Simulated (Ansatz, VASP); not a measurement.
**Si: VASP beside Ansatz**

```
Si
1.0
     0.00000    5.43000    5.43000
     5.43000    0.00000    5.43000
     5.43000    5.43000    0.00000
Si
17
Direct
  0.00017 0.00066 0.00043
  0.12491 0.12502 0.12503
  0.00018 0.00059 0.49874
  0.12144 0.12230 0.62810
  0.00019 0.49872 0.00048
  0.12146 0.62833 0.12190
  0.99265 0.50262 0.50227
  0.12147 0.62825 0.62816
  0.49862 0.00052 0.00040
  0.62788 0.12219 0.12177
  0.50173 0.99412 0.50203
  0.62792 0.12208 0.62812
  0.50185 0.50249 0.99327
  0.62788 0.62818 0.12186
  0.50181 0.50234 0.50216
  0.62424 0.62567 0.62484
  0.37426 0.37565 0.37485
```

Alike in both runs: functional PBE; k mesh 2 × 2 × 2; occupations fermi-dirac, width 0.05 eV; no spin polarisation.

Ansatz relaxed the structure, and its values are those at the end. VASP's run is a single point on that final structure, the one shown.

|  | VASP | Ansatz |
| --- | --- | --- |
| version | VASP 6.6.1 | Ansatz 0.2.0 |
| potentials or method | VASP PAW PBE potentials, release 64 (Si), cutoff 520 eV | scalar-relativistic, plane waves, PAW |
| valence electrons in the cell | 68 | 68 |

|  | VASP | Ansatz | Ansatz less VASP |
| --- | --- | --- | --- |
| rms of the force components (eV/Å) | 0.009 | 0.009 | 0.0000 |

The k mesh is coarse, so the values compare programs but aren't converged.
